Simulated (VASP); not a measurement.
B:

```
CELL_PARAMETERS angstrom
2.33036 0.00000 0.00000
0.00000 2.33036 0.00000
0.00000 0.00000 1.57515
ATOMIC_POSITIONS crystal
B 0.50000 0.50000 0.50000
```

Base run:

```yaml
Program: VASP 6.6.1
Functional: PBE
Potentials_or_basis: VASP PAW PBE potentials, release 64 (B)
Cutoff: 520 eV
k_mesh: 11 × 11 × 16
Occupations: fermi-dirac, width 0.05 eV
Spin: no spin polarisation
```

Its results: pressure 3.1 GPa.

Problem. The run is repeated on the same cell with these changes: functional from PBE to B3LYP; k mesh from 11 × 11 × 16 to 6 × 6 × 8. What comes out?

Solution. Pressure 4.5 GPa.

Several settings changed at once, so the effect can't be laid on one alone.

Caveats: some runs use coarse meshes; the PAW data sets were made with another functional, which shifts forces and pressure a little (some runs).
